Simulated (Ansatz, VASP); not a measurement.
# One calculation of Rh, two programs

Contents of INCAR:

```
SYSTEM = Rh
ALGO = Normal
EDIFF = 1E-6
ENCUT = 500
GGA = PE
GGA_COMPAT = .FALSE.
ISIF = 2
ISMEAR = -1
LASPH = .TRUE.
LCHARG = .FALSE.
LREAL = .FALSE.
LWAVE = .FALSE.
NBANDS = 14
NELM = 120
PREC = Accurate
SIGMA = 0.05
```

The input KPOINTS:

```
k-points
0
G
  17 17 17
  0 0 0
```

POSCAR

```
Rh
1.0
    0.0000000000      1.8140109974      1.8140109974
    1.8140109974      0.0000000000      1.8140109974
    1.8140109974      1.8140109974      0.0000000000
Rh
1
Direct
    0.0000000000      0.0000000000      0.0000000000
```

Input for Ansatz:

```yaml
crystal:
  lattice:
    - [0.0, 1.8140109974, 1.8140109974]
    - [1.8140109974, 0.0, 1.8140109974]
    - [1.8140109974, 1.8140109974, 0.0]
  atoms:
    - { symbol: Rh, position: [0.0, 0.0, 0.0] }
kpoints:
  mp_grid: { grid: [17, 17, 17] }
scf:
  occupations: { method: fermi_dirac, width: 0.05 }
hamiltonian:
  xc: pbe
  pseudopotentials: { kind: paw, core: large }
output:
  forces: true
  stress: true
  eigenvalues: true
  write_density: true
  write_potential: true
  elf: true
  volumetric_format: npy
```

Change from the starting cell: volume scaled by 0.85, PAW files, core large.

Alike in both runs: task single point; functional PBE; k mesh 17 × 17 × 17; occupations fermi-dirac, width 0.05 eV; no spin polarisation.

```csv
,VASP,Ansatz
version,VASP 6.6.1,Ansatz 0.2.0
potentials or method,"VASP PAW PBE potentials, release 64 (Rh_pv)","PAW with other files of Ansatz's library (core large), scalar-relativistic"
plane-wave cutoff (eV),500,420
valence electrons in the cell,15,17
```

```csv
,VASP,Ansatz,Ansatz less VASP
pressure (GPa),63.6,63.3,-0.30
```

Both programs put the cell under a high pressure, so it lies far from rest at this level. With one functional, cell and mesh, what is left measures potentials, basis and numerics. VASP's potentials hold 15 valence electrons a cell and Ansatz's 17, so a difference there can come from the potentials and not from the codes. Ansatz's warnings: datasets by core.

Noted on VASP's run: the cell as given lies far from equilibrium.
